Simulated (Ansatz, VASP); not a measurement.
**One calculation of Be3H4Br2, two programs**

The input INCAR:

```
SYSTEM = Be3H4Br2
  PREC = Accurate
  ENCUT = 600
  EDIFF = 1E-7
  ISMEAR = 0
  SIGMA = 0.1
  LREAL = .False.
  LASPH = .True.
  NELM = 120
  ALGO = Normal
  ISIF = 3
  LWAVE = .False.
  LCHARG = .False.
  GGA = PE
  IBRION = 2
  NSW = 90
  EDIFFG = -0.04
  GGA_COMPAT = .False.
  NELMIN = 4
```

Contents of KPOINTS:

```
regular mesh
0
Gamma
  6 6 2
  0 0 0
```

File POSCAR:

```
Be3H4Br2
1.0
    3.1610573400      0.0000000000      0.0000000000
   -1.5805286700      2.7375559600      0.0000000000
    0.0000000000      0.0000000000      7.7429775300
Be H Br
3 4 2
Direct
    0.6666666700      0.3333333300      0.8333333300
    0.0000000000      0.0000000000      0.5000000000
    0.3333333300      0.6666666700      0.1666666700
    0.3333333300      0.6666666700      0.4166666700
    0.6666666700      0.3333333300      0.0833333300
    0.6666666700      0.3333333300      0.5833333300
    0.3333333300      0.6666666700      0.9166666700
    0.0000000000      0.0000000000      0.7500000000
    0.0000000000      0.0000000000      0.2500000000
```

Input for Ansatz:

```yaml
crystal:
  lattice:
    - [3.16105734, 0.0, 0.0]
    - [-1.58052867, 2.73755596, 0.0]
    - [0.0, 0.0, 7.74297753]
  atoms:
    - { symbol: Be, position: [0.66666667, 0.33333333, 0.83333333] }
    - { symbol: Be, position: [0.0, 0.0, 0.5] }
    - { symbol: Be, position: [0.33333333, 0.66666667, 0.16666667] }
    - { symbol: H, position: [0.33333333, 0.66666667, 0.41666667] }
    - { symbol: H, position: [0.66666667, 0.33333333, 0.08333333] }
    - { symbol: H, position: [0.66666667, 0.33333333, 0.58333333] }
    - { symbol: H, position: [0.33333333, 0.66666667, 0.91666667] }
    - { symbol: Br, position: [0.0, 0.0, 0.75] }
    - { symbol: Br, position: [0.0, 0.0, 0.25] }
basis:
  ecutwfc: 420
kpoints:
  mp_grid: { grid: [6, 6, 2] }
hamiltonian:
  xc: pbe
scf:
  occupations: { method: gaussian, width: 0.1 }
  lower_state_search: "off"
output:
  forces: true
  stress: true
  eigenvalues: true
relax:
  adjacent_minimum: "off"
  f_tol: 0.04
  max_steps: 70
  cell: { stress_tol: 0.4 }
```

Alike in both runs: task relaxation of cell and atoms; functional PBE; k mesh 6 × 6 × 2; occupations gaussian, width 0.1 eV; no spin polarisation.

|  | VASP | Ansatz |
| --- | --- | --- |
| version | VASP 6.6.1 | Ansatz 0.2.0 |
| potentials or method | VASP PAW PBE potentials, release 64 (Be, H, Br), cutoff 600 eV | scalar-relativistic, plane waves, PAW |
| valence electrons in the cell | 24 | 24 |

|  | VASP | Ansatz | Ansatz less VASP |
| --- | --- | --- | --- |
| gap on the k mesh at the Fermi level, each at its own relaxed structure (eV) | none | none | - |
| relaxed volume (Å³/atom) | 12.56 | 10.47 | -2.092 |
| relaxed cell length with the largest relative difference (Å) | 12.073 | 9.701 | -2.3721 |

A gap of «none» marks a metal or a gap that the smearing closes. One of these differences is far larger than is usual between the two programs; its cause wasn't traced.

The k mesh is coarse, so the values compare programs but aren't converged. Noted on VASP's run: the volume moved by over 15 % at a fixed basis, so the end points are rough.
